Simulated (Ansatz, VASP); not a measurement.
**One calculation of CoO, two programs**

```xyz
2
Lattice="1.6022 0.9250 2.5665 -1.6022 0.9250 2.5665 0.0000 -1.8501 2.5665" Properties=species:S:1:pos:R:3 pbc="T T T"
Co    0.0000    0.0000    7.6915
O     0.0000    0.0000    5.7824
```

Alike in both runs: task single point; functional PBE; k mesh 9 × 9 × 9; occupations fermi-dirac, width 0.05 eV; collinear spin; fixed moment 2.5 μB.

|  | VASP | Ansatz |
| --- | --- | --- |
| version | VASP 6.6.1 | Ansatz 0.2.0 |
| potentials or method | VASP PAW PBE potentials, release 64 (Co_sv, O_h) | Ansatz PAW |
| plane-wave cutoff (eV) | 1340 | 420 |
| valence electrons in the cell | 23 | 23 |

Ansatz gave:

| Property | Result |
| --- | --- |
| pressure (GPa) | -2.5 |
| traceless stress, the component that is largest in VASP (GPa) | 3.18 |
| rms of the force components (eV/Å) | 0.126 |
| net moment per atom (μB) | 1.25 |
| size of the moment on the site where the two differ most (μB) | 2.03 |

Question: Estimate VASP's values.

Answer: Pressure (GPa): -2.8; traceless stress, the component that is largest in VASP (GPa): 3.17; rms of the force components (eV/Å): 0.125; net moment per atom (μB): 1.25; size of the moment on the site where the two differ most (μB): 2.14.

Site moments also hang on the region over which each program counts them. Atom by atom the forces differ by 0.001 eV/Å (rms over components).
